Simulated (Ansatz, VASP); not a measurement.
HgTe in VASP and in Ansatz

Contents of INCAR:

```
  ALGO = Normal
  EDIFF = 1E-6
  ENCUT = 520
  GGA = PE
  ISIF = 2
  ISMEAR = -1
  LASPH = T
  LCHARG = F
  LREAL = F
  LWAVE = F
  NBANDS = 16
  NELM = 100
  PREC = Accurate
  SIGMA = 0.08
```

KPOINTS

```
k-points
0
Gamma
  12 12 12
```

Contents of POSCAR:

```
HgTe
1.0
    0.0000000000      2.9215000000      2.9215000000
    2.9215000000      0.0000000000      2.9215000000
    2.9215000000      2.9215000000      0.0000000000
Hg Te
1 1
Direct
    0.0000000000      0.0000000000      0.0000000000
    0.5000000000      0.5000000000      0.5000000000
```

Input for Ansatz:

```yaml
crystal:
  lattice:
    - [0.0, 2.9215, 2.9215]
    - [2.9215, 0.0, 2.9215]
    - [2.9215, 2.9215, 0.0]
  atoms:
    - { symbol: Hg, position: [0.0, 0.0, 0.0] }
    - { symbol: Te, position: [0.5, 0.5, 0.5] }
kpoints:
  mp_grid: { grid: [12, 12, 12] }
  band_path:
    path:
      - [0.0, 0.0, 0.0]
      - [0.5, 0.0, 0.5]
      - [0.625, 0.25, 0.625]
      - [0.375, 0.375, 0.75]
      - [0.0, 0.0, 0.0]
      - [0.5, 0.5, 0.5]
      - [0.5, 0.25, 0.75]
      - [0.5, 0.0, 0.5]
    npoints: 5
scf:
  occupations: { method: fermi_dirac, width: 0.08 }
hamiltonian:
  xc: pbe
  pseudopotentials:
    kind: all_electron
    lapw: { basis_error: 0.001 }
    relativity: none
output:
  forces: true
  stress: true
  eigenvalues: true
```

Alike in both runs: task single point; functional PBE; k mesh 12 × 12 × 12; occupations fermi-dirac, width 0.08 eV; no spin polarisation.

```csv
,VASP,Ansatz
version,VASP 6.6.1,Ansatz 0.2.0
potentials or method,"VASP PAW PBE potentials, release 64 (Hg, Te), cutoff 520 eV","all-electron LAPW, non-relativistic"
```

VASP gave:

```
pressure (GPa) : 10.7
```

**Question.** What did Ansatz give for the same quantities?

**Answer.** Pressure (GPa): 19.5.

One of these differences is far larger than is usual between the two programs; its cause wasn't traced. Ansatz ran all-electron here, and VASP with PAW potentials.

Spin-orbit coupling is off throughout.
